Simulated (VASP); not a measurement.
# B3Pt (P-3m1) in VASP: further runs

Runs on B3Pt. Level: PBE. Tasks: relaxation of cell and atoms, single point.

All numbers are computed with VASP 6.6.1; they aren't measurements. Logs are shortened: lines on timing, memory, paths and dates and some standing lists are left out, and cuts for length are marked.

### Step 1. The cell of the first run

Symmetry: P-3m1, No. 164, trigonal system. Conventional cell: a = 2.535 Å, b = 2.535 Å, c = 6.646 Å, α = 90.00°, β = 90.00°, γ = 120.00°. Within 2.7 Å of B (site symmetry 3m) lie 9 B at 2.02 to 2.54 Å and 3 Pt at 2.42 Å. Within 2.7 Å of B (site symmetry -3m) lie 12 B at 2.02 to 2.54 Å. Within 3.6 Å of Pt (site symmetry -3m) lie 14 B at 2.42 to 3.51 Å and 6 Pt at 2.54 Å.

The cell was generated, and may not be a known phase.

### Step 2. Relaxation of cell and atoms, PBE

INCAR

```
SYSTEM = B3Pt
  ALGO = Normal
  EDIFF = 1E-6
  EDIFFG = -0.04
  ENCUT = 600
  GGA = PE
  IBRION = 2
  ISIF = 3
  ISMEAR = 0
  LASPH = .TRUE.
  LCHARG = .FALSE.
  LREAL = .FALSE.
  LWAVE = .FALSE.
  NELM = 100
  NSW = 90
  PREC = Accurate
  SIGMA = 0.1
```

KPOINTS

```
k-points
0
G
  6 6 4
  0 0 0
```

POSCAR

```
B3Pt
1.0
    2.5351967600      0.0000000000      0.0000000000
   -1.2675983800      2.1955448000      0.0000000000
    0.0000000000      0.0000000000      6.6457751700
B Pt
3 1
Direct
    0.6666666700      0.3333333300      0.7098112200
    0.3333333300      0.6666666700      0.2901887800
    0.0000000000      0.0000000000      0.5000000000
    0.0000000000      0.0000000000      0.0000000000
```

Potentials or basis: VASP PAW PBE potentials, release 64 (B, Pt).

Launch:

```sh
> cat potpaw_PBE.64/B/POTCAR potpaw_PBE.64/Pt/POTCAR > POTCAR
> mpirun -np 1 vasp_std > vasp.out
```

OUTCAR:

```text
SYSTEM = B3Pt
   EDIFF = 1E-6
   EDIFFG = -0.04
   ENCUT = 600
   GGA = PE
   IBRION = 2
   ISIF = 3
   ISMEAR = 0
   LASPH = .TRUE.
   LREAL = .FALSE.
   NELM = 100
   NSW = 90
   PREC = Accurate

 ion  position               nearest neighbor table
   1  0.667  0.333  0.710-   3 2.02   3 2.02   3 2.02   4 2.42   4 2.42   4 2.42
   2  0.333  0.667  0.290-   3 2.02   3 2.02   3 2.02   4 2.42   4 2.42   4 2.42
   3  0.000  0.000  0.500-   1 2.02   2 2.02   1 2.02   2 2.02   1 2.02   2 2.02
   4  0.000  0.000  0.000-   1 2.42   2 2.42   1 2.42   2 2.42   1 2.42   2 2.42

  LATTYP: Found a hexagonal cell.
 ALAT       =     2.5351967600
 C/A-ratio  =     2.6214040957

  Lattice vectors:

 A1 = (   2.5351967600,   0.0000000000,   0.0000000000)
 A2 = (  -1.2675983800,   2.1955448000,   0.0000000000)
 A3 = (   0.0000000000,   0.0000000000,   6.6457751700)

Analysis of symmetry for initial positions (statically):
=====================================================================
 Subroutine PRICEL returns:
 Original cell was already a primitive cell.

 Routine SETGRP: Setting up the symmetry group for a
 hexagonal supercell.

 Subroutine GETGRP returns: Found 12 space group operations
 (whereof 12 operations were pure point group operations)
 out of a pool of 24 trial point group operations.

The static configuration has the point symmetry D_3d.

Analysis of symmetry for dynamics (positions and initial velocities):
=====================================================================
 Subroutine PRICEL returns:
 Original cell was already a primitive cell.

 Routine SETGRP: Setting up the symmetry group for a
 hexagonal supercell.

 Subroutine GETGRP returns: Found 12 space group operations
 (whereof 12 operations were pure point group operations)
 out of a pool of 24 trial point group operations.

The dynamic configuration has the point symmetry D_3d.

 Subroutine INISYM returns: Found 12 space group operations
 (whereof 12 operations are pure point group operations),
 and found     1 'primitive' translations

----------------------------------------------------------------------------------------

                                     Primitive cell

  volume of cell :      36.9913

  direct lattice vectors                    reciprocal lattice vectors
     2.535196760  0.000000000  0.000000000     0.394446702  0.227733909  0.000000000
    -1.267598380  2.195544800  0.000000000     0.000000000  0.455467818  0.000000000
     0.000000000  0.000000000  6.645775170     0.000000000  0.000000000  0.150471536

  length of vectors
     2.535196760  2.535196762  6.645775170     0.455467819  0.455467818  0.150471536

  position of ions in fractional coordinates (direct lattice)
     0.666666670  0.333333330  0.709811220
     0.333333330  0.666666670  0.290188780
     0.000000000  0.000000000  0.500000000
     0.000000000  0.000000000  0.000000000

  ion indices of the primitive-cell ions
   primitive index   ion index
                 1           1
                 2           2
                 3           3
                 4           4

----------------------------------------------------------------------------------------

 KPOINTS: k-points

Automatic generation of k-mesh.
 Grid dimensions read from file:
 generate k-points for:    6    6    4

 Generating k-lattice:

  Cartesian coordinates                     Fractional coordinates (reciprocal lattice)
     0.065741117  0.037955652  0.000000000     0.166666667  0.000000000  0.000000000
     0.000000000  0.075911303  0.000000000     0.000000000  0.166666667  0.000000000
     0.000000000  0.000000000  0.037617884     0.000000000  0.000000000  0.250000000

  Length of vectors
     0.075911303  0.075911303  0.037617884

  Shift w.r.t. Gamma in fractional coordinates (k-lattice)
     0.000000000  0.000000000  0.000000000

 Subroutine IBZKPT returns following result:
 ===========================================

 Found     24 irreducible k-points:

 Following reciprocal coordinates:
            Coordinates               Weight
  0.000000  0.000000  0.000000      1.000000
  0.166667 -0.000000  0.000000      6.000000
  0.333333 -0.000000  0.000000      6.000000
  0.500000  0.000000  0.000000      3.000000
  0.166667  0.166667  0.000000      6.000000
  0.333333  0.166667  0.000000     12.000000
[... 16 lines left out ...]
  0.333333  0.166667  0.500000     12.000000
  0.333333  0.333333  0.500000      2.000000
   k-points           NKPTS =     24   k-points in BZ     NKDIM =     24   number of bands    NBANDS=     13
   number of dos      NEDOS =    301   number of ions     NIONS =      4
   total plane-waves  NPLWV =  21600
   dimension x,y,z NGX =    20 NGY =   20 NGZ =   54
   dimension x,y,z NGXF=    40 NGYF=   40 NGZF=  108
   ions per type =               3   1
   NGX,Y,Z   is equivalent  to a cutoff of  13.12, 13.12, 13.51 a.u.
   NGXF,Y,Z  is equivalent  to a cutoff of  26.23, 26.23, 27.02 a.u.
 SYSTEM =  B3Pt
[... 20 lines left out ...]
   NELECT =      19.0000    total number of electrons
   NUPDOWN=      -1.0000    fix difference up-down
   EMIN   =  10.00;   EMAX   =-10.00  energy-range for DOS
   EFERMI =   0.00;   METHOD = LEGACY
   ISMEAR =     0;   SIGMA  =   0.10  broadening in eV -4-tet -1-fermi 0-gaus
   EFERMI_NEDOS =   21; number of points for ismear=-14 and -15
   IALGO  =     38    algorithm
   IMIX   =      4    mixing-type and parameters
     AMIX     =   0.40;   BMIX     =  1.00
     AMIX_MAG =   1.60;   BMIX_MAG =  1.00
  volume/ion in A,a.u.               =       9.25        62.41
  Fermi-wavevector in a.u.,A,eV,Ry     =   1.311071  2.477565 23.387146  1.718907
  Thomas-Fermi vector in A             =   2.441558
   LORBIT       =      0    0 simple, 1 ext, 2 COOP (PROOUT), +10 PAW based schemes
   GGA     = PE    functional components
   LHFCALC =     F    Hartree Fock is set to
   AEXX    =    0.0000 exact exchange contribution
   IVDW    =     0    specifies the selected vdW correction
   LEPSILON=     F    determine dielectric tensor
   LRPA    =     F    only Hartree local field effects (RPA)
 conjugate gradient relaxation of ions
 non-spin polarized calculation
 Gauss-broadening in eV      SIGMA  =   0.10
  energy-cutoff  :      600.00
  volume of cell :       36.99
 maximum number of plane-waves:      1251
   NGX = 11   NGY = 11   NGZ = 27

--------------------------------------- Ionic step        1  -------------------------------------------

 number of electron      19.0000000 magnetization

 Free energy of the ion-electron system (eV)
  ---------------------------------------------------
  ext. energy  EPLUGINS =         0.00000000
  ---------------------------------------------------
  free energy    TOTEN  =       -21.62146648 eV

  energy without entropy =      -21.61644963  energy(sigma->0) =      -21.61895806

------------------------ aborting loop because EDIFF is reached ----------------------------------------

  FORCE on cell =-STRESS in cart. coord.  units (eV):
  Direction    XX          YY          ZZ          XY          YZ          ZX
  --------------------------------------------------------------------------------------
  -------------------------------------------------------------------------------------
  Total        4.4498749      4.4498749     -6.4716785     -0.0000000      0.0000000     -0.0000000
  in kB      192.7341916    192.7341920   -280.3030963     -0.0000000      0.0000000     -0.0000000
  external PRESSURE =      35.0550958 kB  Pullay stress =       0.0000000 kB
[... 95 lines left out ...]
  FREE ENERGIE OF THE ION-ELECTRON SYSTEM (eV)
  ---------------------------------------------------
  free  energy   TOTEN  =       -23.2197885009 eV

  energy  without entropy=      -23.2047180455  energy(sigma->0) =      -23.21225327

 E-fermi :   9.3286     XC(G=0): -12.6256

 val. band max:        9.2985024118   @ k =   0.1667   0.1667   0.2500
 cond. band min:       9.3522688721   @ k =   0.3333   0.3333   0.5000
 fundamental gap:      0.0537664602
 Fermi energy:         9.3285881526

 k-point     1 :       0.0000    0.0000    0.0000
  band No.  band energies     occupation
      1      -6.5393      2.00000
      2       1.0731      2.00000
      3       1.3707      2.00000
      4       5.4139      2.00000
      5       5.4139      2.00000
      6       5.6644      2.00000
      7       6.7213      2.00000
      8       6.7213      2.00000
      9       8.4786      2.00000
     10       8.4786      2.00000
     11      10.8023      0.00000
     12      10.8023      0.00000
     13      14.7194      0.00000
[... 354 lines left out ...]
  band No.  band energies     occupation
      1      -0.7620      2.00000
      2      -0.7620      2.00000
      3      -0.2266      2.00000
      4       2.8509      2.00000
      5       3.9209      2.00000
      6       3.9209      2.00000
      7       5.8466      2.00000
      8       5.8466      2.00000
      9       9.3523      0.73770
     10       9.4003      0.31029
     11       9.4003      0.31029
     12      16.7765      0.00000
     13      16.7765      0.00000

[... ionic steps 4 to 12 ...]

--------------------------------------- Ionic step       13  -------------------------------------------

 number of electron      19.0000000 magnetization

------------------------ aborting loop because EDIFF is reached ----------------------------------------
[... 71 lines left out ...]
--------------------------------------- Ionic step       15  -------------------------------------------

 number of electron      19.0000001 magnetization

 Free energy of the ion-electron system (eV)
  ---------------------------------------------------
  ext. energy  EPLUGINS =         0.00000000
  ---------------------------------------------------
  free energy    TOTEN  =       -25.27827864 eV

  energy without entropy =      -25.26884343  energy(sigma->0) =      -25.27356103

 E-fermi :  10.0577     XC(G=0): -12.8612

 val. band max:       10.0211730799   @ k =   0.3333   0.1667   0.0000
 cond. band min:      10.0577784727   @ k =   0.0000   0.3333   0.2500
 fundamental gap:      0.0366053928
 Fermi energy:        10.0577139667

 k-point     1 :       0.0000    0.0000    0.0000
  band No.  band energies     occupation
      1      -6.1944      2.00000
      2       1.5755      2.00000
      3       1.6901      2.00000
      4       5.7629      2.00000
      5       5.7629      2.00000
      6       6.2918      2.00000
      7       7.1061      2.00000
      8       7.1061      2.00000
      9       9.0847      2.00000
     10       9.0847      2.00000
     11      11.6881      0.00000
     12      11.6881      0.00000
     13      15.2740      0.00000
[... 397 lines left out ...]
  FREE ENERGIE OF THE ION-ELECTRON SYSTEM (eV)
  ---------------------------------------------------
  free  energy   TOTEN  =       -25.2782786438 eV

  energy  without entropy=      -25.2688434261  energy(sigma->0) =      -25.27356103

 reached required accuracy - stopping structural energy minimisation
```

Wall time 1.8 min (1 thread of Intel Xeon Platinum 8488C (Sapphire Rapids), shared host); peak memory 0.18 GiB.

Results:

- Free energy: -25.2783 eV
- Relaxed volume: 8.64 Å³/atom
- Relaxed cell: a = 2.922 Å, b = 2.922 Å, c = 4.677 Å, α = 90.00°, β = 90.00°, γ = 120.00°
- Space group after relaxing (to 0.1 Å): P-3m1 (No. 164)
- Energy gained by relaxing: 914.2 meV/atom
- Ionic steps: 15
- Pressure after relaxing: 0.2 GPa
- Largest force after relaxing: 0.021 eV/Å
- Band gap on the k mesh: zero (an odd number of electrons rules out a gap without spin polarisation)

Forces on the atoms (eV/Å):
```
B    0.000  0.000  0.021
B    0.000  0.000 -0.021
B    0.000  0.000  0.000
Pt   0.000  0.000  0.000
```

The path:
```tsv
step	energy change (eV)	largest force (eV/Å)	pressure (GPa)	volume (Å³)
1	0.0000	0.9802	3.51	36.99
2	-0.9586	0.9712	-4.84	37.86
3	-1.5983	1.2902	-10.44	38.27
4	-3.1687	1.0770	-14.73	37.69
5	-2.3929	0.4449	47.34	31.30
6	-3.3079	1.1022	-2.43	35.78
7	-3.3120	1.0604	-0.30	35.50
8	-3.5422	0.8965	2.68	34.52
9	-2.8752	2.2907	34.76	31.51
10	-3.6282	0.1056	7.09	33.79
11	-3.5868	0.1362	-11.13	36.22
12	-3.6543	0.1894	-0.51	34.67
13	-3.6543	0.1887	-0.26	34.64
14	-3.6563	0.0572	0.47	34.54
15	-3.6568	0.0209	0.22	34.57
```

Final structure:
```cif
data_structure
_symmetry_space_group_name_H-M 'P 1'
_symmetry_Int_Tables_number 1
_cell_length_a 2.9216
_cell_length_b 2.9216
_cell_length_c 4.6768
_cell_angle_alpha 90.000
_cell_angle_beta 90.000
_cell_angle_gamma 120.000
_cell_volume 34.57
loop_
_atom_site_label
_atom_site_type_symbol
_atom_site_fract_x
_atom_site_fract_y
_atom_site_fract_z
_atom_site_occupancy
B1 B 0.66667 0.33333 0.63815 1
B2 B 0.33333 0.66667 0.36185 1
B3 B 0.00000 0.00000 0.50000 1
Pt1 Pt 0.00000 0.00000 0.00000 1
```

Caveat: the k points lie up to 0.41 Å⁻¹ apart in the final cell, too coarse for converged energies and pressures of a metal; a cell axis changed by over 15 % at a fixed basis, so the end point is rough; spin-orbit coupling is left out, which moves the levels of the heavy elements; an odd number of electrons without spin polarisation forces a metal; a magnetic or distorted state may lie lower.

### Step 3. Single point, PBE

This run uses another cell than the first one, of 8.63 Å³/atom.

INCAR

```
SYSTEM = B3Pt
PREC     = Accurate       ! precision mode
ENCUT    = 520            ! plane-wave cutoff, eV
EDIFF    = 1E-7           ! SCF threshold, eV
ISMEAR   = 0              ! smearing method
SIGMA    = 0.1            ! smearing width, eV
LREAL    = .False.        ! projectors in reciprocal space
LASPH    = .True.         ! aspherical terms in the spheres
NELM     = 60             ! most SCF steps
ALGO     = Normal         ! electronic algorithm
ISIF     = 2              ! what is computed and relaxed
LWAVE    = .False.        ! write WAVECAR
LCHARG   = .False.        ! write CHGCAR
GGA      = PE             ! functional
NBANDS   = 18             ! bands
```

KPOINTS

```
regular mesh
0
Gamma
  18 18 10
  0 0 0
```

POSCAR

```
B3Pt
1.0
    2.9131025267      0.0000000000      0.0000000000
   -1.4565512633      2.5228207919      0.0000000000
    0.0000000000      0.0000000000      4.6963820746
B Pt
3 1
Direct
    0.6666666667      0.3333333333      0.6369166899
    0.3333333333      0.6666666667      0.3630833101
    0.0000000000      0.0000000000      0.5000000000
    0.0000000000      0.0000000000      0.0000000000
```

Potentials or basis: VASP PAW PBE potentials, release 64 (B, Pt).

Launch:

```sh
> cat potpaw_PBE.64/B/POTCAR potpaw_PBE.64/Pt/POTCAR > POTCAR
> mpirun -np 1 vasp_std > vasp.out
```

Run time: 2.2 min. Hardware: 1 thread of Intel Xeon Platinum 8488C (Sapphire Rapids), shared host; peak memory 0.31 GiB.

Results (log left out):

| Item | Value |
| --- | --- |
| Free energy | -25.3870 eV |
| Pressure | -0.1 GPa |
| Band gap on the k mesh | zero (an odd number of electrons rules out a gap without spin polarisation) |

Forces on the atoms (eV/Å):
```
B    0.000  0.000  0.003
B    0.000  0.000 -0.003
B    0.000  0.000  0.000
Pt   0.000  0.000  0.000
```

Levels at points of the mesh, in eV from the Fermi level:
```tsv
k point	band 7	band 8	band 9	band 10	band 11	band 12	band 13	band 14
(0.00, 0.00, 0.00)	-2.98	-2.98	-0.97	-0.97	1.58	1.58	5.22	8.63
(0.50, 0.00, 0.00)	-3.95	-2.32	-1.68	-1.11	2.28	2.98	5.19	6.36
(0.00, 0.00, 0.50)	-3.48	-1.76	0.51	0.51	0.69	0.69	4.97	8.47
(0.50, 0.00, 0.50)	-4.82	-1.67	-1.10	0.54	2.19	3.42	6.01	6.04
```

Caveat: spin-orbit coupling is left out, which moves the levels of the heavy elements; an odd number of electrons without spin polarisation forces a metal; a magnetic or distorted state may lie lower.

### Step 4. Relaxation of cell and atoms, PBE

This run uses another cell than the first one, of 8.66 Å³/atom.

INCAR

```
SYSTEM = B3Pt
PREC     = Accurate       ! precision mode
ENCUT    = 600            ! plane-wave cutoff, eV
EDIFF    = 1E-6           ! SCF threshold, eV
ISMEAR   = 0              ! smearing method
SIGMA    = 0.1            ! smearing width, eV
LREAL    = .FALSE.        ! projectors in reciprocal space
LASPH    = .TRUE.         ! aspherical terms in the spheres
NELM     = 80             ! most SCF steps
ALGO     = Normal         ! electronic algorithm
ISIF     = 3              ! what is computed and relaxed
LWAVE    = .FALSE.        ! write WAVECAR
LCHARG   = .FALSE.        ! write CHGCAR
GGA      = PE             ! functional
IBRION   = 2              ! ionic algorithm
NSW      = 100            ! ionic steps
EDIFFG   = -0.01          ! ionic threshold
```

KPOINTS

```
regular mesh
0
G
  18 18 10
  0 0 0
```

POSCAR

```
B3Pt
1.0
    2.9275794820      0.0000000000      0.0000000000
   -1.4637897410      2.5353582030      0.0000000000
    0.0000000000      0.0000000000      4.6677090327
B Pt
3 1
Direct
    0.6666666667      0.3333333333      0.6386646802
    0.3333333333      0.6666666667      0.3613353198
    0.0000000000      0.0000000000      0.5000000000
    0.0000000000      0.0000000000      0.0000000000
```

Launch:

```sh
> cat potpaw_PBE.64/B/POTCAR potpaw_PBE.64/Pt/POTCAR > POTCAR
> mpirun -np 1 vasp_std > vasp.out
```

Run time: 5.5 min. Hardware: 1 thread of Intel Xeon Platinum 8488C (Sapphire Rapids), shared host; peak memory 0.33 GiB.

The run converged. Its results:

| Item | Value |
| --- | --- |
| Free energy | -25.3899 eV |
| Relaxed volume | 8.62 Å³/atom |
| Relaxed cell | a = 2.913 Å, b = 2.913 Å, c = 4.695 Å, α = 90.00°, β = 90.00°, γ = 120.00° |
| Space group after relaxing (to 0.1 Å) | P-3m1 (No. 164) |
| Energy gained by relaxing | 0.9 meV/atom |
| Ionic steps | 7 |
| Pressure after relaxing | 0.0 GPa |
| Band gap on the k mesh | zero (an odd number of electrons rules out a gap without spin polarisation) |

Step by step:
| step | energy change (eV) | largest force (eV/Å) | pressure (GPa) | volume (Å³) |
| --- | --- | --- | --- | --- |
| 1 | 0.0000 | 0.0403 | -1.06 | 34.65 |
| 2 | -0.0029 | 0.0703 | 1.13 | 34.36 |
| 3 | -0.0030 | 0.0652 | 0.71 | 34.41 |
| 4 | -0.0036 | 0.0409 | -0.30 | 34.54 |
| 5 | -0.0036 | 0.0443 | -0.16 | 34.52 |
| 6 | -0.0038 | 0.0107 | -0.04 | 34.50 |
| 7 | -0.0038 | 0.0000 | 0.00 | 34.50 |

Final structure:
```
CELL_PARAMETERS angstrom
2.91270 0.00000 0.00000
-1.45635 2.52247 0.00000
0.00000 0.00000 4.69532
ATOMIC_POSITIONS crystal
B 0.66667 0.33333 0.63696
B 0.33333 0.66667 0.36304
B 0.00000 0.00000 0.50000
Pt 0.00000 0.00000 0.00000
```

Levels at points of the mesh, in eV from the Fermi level:
| k point | band 6 | band 7 | band 8 | band 9 | band 10 | band 11 | band 12 | band 13 |
| --- | --- | --- | --- | --- | --- | --- | --- | --- |
| (0.00, 0.00, 0.00) | -3.86 | -2.99 | -2.99 | -0.97 | -0.97 | 1.58 | 1.58 | 5.22 |
| (0.50, 0.00, 0.00) | -4.85 | -3.95 | -2.32 | -1.69 | -1.11 | 2.28 | 2.98 | 5.19 |
| (0.00, 0.00, 0.50) | -3.48 | -3.48 | -1.76 | 0.51 | 0.51 | 0.69 | 0.69 | 4.97 |
| (0.50, 0.00, 0.50) | -5.07 | -4.82 | -1.67 | -1.10 | 0.54 | 2.19 | 3.42 | 6.01 |

Caveat: spin-orbit coupling is left out, which moves the levels of the heavy elements; an odd number of electrons without spin polarisation forces a metal; a magnetic or distorted state may lie lower.

### Step 5. Summary

| task | cell | k mesh | cutoff (eV) | gap on the mesh (eV) | pressure (GPa) | relaxed volume (Å³/atom) |
| --- | --- | --- | --- | --- | --- | --- |
| relaxation of cell and atoms | relaxed from a = 2.535, b = 2.535, c = 6.646 Å, angles 90.0, 90.0, 120.0°, 4 atoms, atomic positions A | 6 × 6 × 4 | 600 | none | 0.2 | 8.64 |
| single point | a = 2.913, b = 2.913, c = 4.696 Å, angles 90.0, 90.0, 120.0°, 4 atoms, atomic positions B | 18 × 18 × 10 | 520 | none | -0.1 | - |
| relaxation of cell and atoms | relaxed from a = 2.928, b = 2.928, c = 4.668 Å, angles 90.0, 90.0, 120.0°, 4 atoms, atomic positions C | 18 × 18 × 10 | 600 | none | 0.0 | 8.62 |

Alike in all rows: level PBE; potentials or basis VASP PAW PBE potentials, release 64 (B, Pt); no spin polarisation; smearing gaussian 0.1 eV.

Caveats: some runs use coarse meshes; spin-orbit coupling is left out, which moves the levels of the heavy elements; an odd number of electrons without spin polarisation forces a metal; a magnetic or distorted state may lie lower; a cell axis changed by over 15 % at a fixed basis, so the end point is rough (at least some runs).

Absolute energies hang on the potentials; compare differences alone.

The gap in the log of VASP goes by the Fermi energy; the results here count the filled bands.